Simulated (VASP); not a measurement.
## Si2Mo: relaxation of cell and atoms with LDA

Si2Mo:

```
Mo Si
1.0
     4.58547    0.00000    0.00000
    -2.29274    3.97113    0.00000
     0.00000    0.00000    6.57976
Mo Si
3 6
Direct
  0.50000 0.50000 0.83333
  0.00000 0.50000 0.16667
  0.50000 0.00000 0.50000
  0.16387 0.32775 0.50000
  0.67225 0.83613 0.16667
  0.83613 0.16387 0.83333
  0.83613 0.67225 0.50000
  0.32775 0.16387 0.16667
  0.16387 0.83613 0.83333
```

```yaml
Program: VASP 6.6.1
Task: relaxation of cell and atoms
Functional: LDA
Potentials_or_basis: VASP PAW LDA potentials, release 64 (Mo_sv, Si)
Cutoff: 600 eV
k_mesh: 5 × 5 × 3
Occupations: fermi-dirac, width 0.05 eV
Spin: no spin polarisation
Dipole_correction: no
Further_INCAR_settings: ALGO = Normal; EDIFF = 1e-06; IBRION = 2; EDIFFG = -0.01; NSW = 60; ISIF = 3
```

| Item | Value |
| --- | --- |
| Relaxed volume | 13.05 Å³/atom |
| Relaxed cell | a = 4.555 Å, b = 4.555 Å, c = 6.533 Å, α = 90.00°, β = 90.00°, γ = 120.00° |
| Space group after relaxing (to 0.1 Å) | P6_222 (No. 180) |
| Energy gained by relaxing | 3.7 meV/atom |
| Ionic steps | 5 |
| Pressure after relaxing | 0.0 GPa |
| Largest force after relaxing | 0.009 eV/Å |
| Band gap on the k mesh | 0.61 eV (least direct gap 0.91 eV) |

Forces on the atoms (eV/Å):
```
Mo   0.000  0.000  0.000
Mo   0.000  0.000  0.000
Mo   0.000  0.000  0.000
Si   0.000  0.009  0.000
Si  -0.008 -0.005  0.000
Si  -0.008  0.005  0.000
Si   0.000 -0.009  0.000
Si   0.008  0.005  0.000
Si   0.008 -0.005  0.000
```

Step by step:
```csv
step,energy change (eV),largest force (eV/Å),pressure (GPa),volume (Å³)
1,0.0000,0.0548,-4.38,119.81
2,0.0621,0.0171,8.18,113.61
3,-0.0334,0.0299,-0.04,117.46
4,-0.0334,0.0293,0.03,117.41
5,-0.0335,0.0091,0.05,117.42
```

Final structure:
```
Mo Si
1.0
     4.55547    0.00000    0.00000
    -2.27774    3.94515    0.00000
     0.00000    0.00000    6.53332
Mo Si
3 6
Direct
  0.50000 0.50000 0.83333
  0.00000 0.50000 0.16667
  0.50000 0.00000 0.50000
  0.16416 0.32831 0.50000
  0.67169 0.83584 0.16667
  0.83584 0.16416 0.83333
  0.83584 0.67169 0.50000
  0.32831 0.16416 0.16667
  0.16416 0.83584 0.83333
```

Levels at points of the mesh, in eV from the valence-band top:
```tsv
k point	band 30	band 31	band 32	band 33	band 34	band 35	band 36	band 37
(0.00, 0.00, 0.00)	-2.69	-2.39	-1.74	-0.49	2.38	2.77	2.77	2.91
```

Run time: 5.6 min on 1 thread of AMD EPYC 7R13, on a shared host, peak memory 0.22 GiB.

Caveat: an odd mesh through Γ misses points on the zone boundary, where band edges can lie.
